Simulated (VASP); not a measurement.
Set up this calculation in VASP 6.6.1, as the native input.

```
Task                   : single point
Functional             : LDA
Potentials or basis    : VASP PAW LDA potentials, release 64 (Sc_sv, Hg)
Cutoff                 : 520 eV
k mesh                 : 7 × 7 × 7
Occupations            : fermi-dirac, width 0.1 eV
Spin                   : no spin polarisation
Dipole correction      : no
Further INCAR settings : ALGO = Normal; EDIFF = 1e-06; NBANDS = 18
```

The structure of ScHg lies in POSCAR:

```
ScHg
1.0
    3.4169996873      0.0000000000      0.0000000000
    0.0000000000      3.4169996873      0.0000000000
    0.0000000000      0.0000000000      3.4169996873
Sc Hg
1 1
Direct
    0.5000000000      0.5000000000      0.5000000000
    0.0000000000      0.0000000000      0.0000000000
```

These files were run (other wordings do the same):

INCAR

```
  ALGO = Normal
  EDIFF = 1E-6
  ENCUT = 520
  GGA = CA
  ISIF = 2
  ISMEAR = -1
  LASPH = True
  LCHARG = False
  LREAL = False
  LWAVE = False
  NBANDS = 18
  NELM = 100
  PREC = Accurate
  SIGMA = 0.1
```

KPOINTS

```
k-points
0
Gamma
  7 7 7
```

Potentials or basis: VASP PAW LDA potentials, release 64 (Sc_sv, Hg).

Command:

```sh
$ cat potpaw_LDA.64/Sc_sv/POTCAR potpaw_LDA.64/Hg/POTCAR > POTCAR
$ mpirun -np 1 vasp_std > vasp.out
```

Results of the run:

```yaml
Pressure: 1.3 GPa
```

Run time: 12 s on 1 thread of AMD EPYC 7R13 Processor (Zen 3), on a shared host, peak memory 0.12 GiB.
